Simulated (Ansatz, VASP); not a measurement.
## CuAu in VASP and in Ansatz

```
Cu Au
1.0
     2.80000    0.00000    0.00000
     0.00000    2.80000    0.00000
     0.00000    0.00000    3.85350
Cu Au
1 1
Direct
  0.50000 0.50000 0.50000
  0.00000 0.00000 0.00000
```

Change from the starting cell: strain +0.000 along x and y, +0.050 along z, atoms carried along.

Alike in both runs: task single point; functional PBE; k mesh 18 × 18 × 14; occupations gaussian, width 0.15 eV; no spin polarisation.

```csv
,VASP,Ansatz
version,VASP 6.6.1,Ansatz 0.2.0
potentials or method,"VASP PAW PBE potentials, release 64 (Cu, Au), cutoff 520 eV","scalar-relativistic, plane waves, PAW"
valence electrons in the cell,22,38
```

```tsv
	VASP	Ansatz	Ansatz less VASP
gap on the k mesh at the Fermi level (eV)	none	none	-
pressure (GPa)	-0.5	-0.6	-0.07
traceless stress, the component that is largest in VASP (GPa)	-1.81	-1.85	-0.045
```

A gap of «none» marks a metal or a gap that the smearing closes. VASP's potentials hold 22 valence electrons a cell and Ansatz's 38, so a difference there can come from the potentials and not from the codes.

Neither program's run includes spin-orbit coupling.
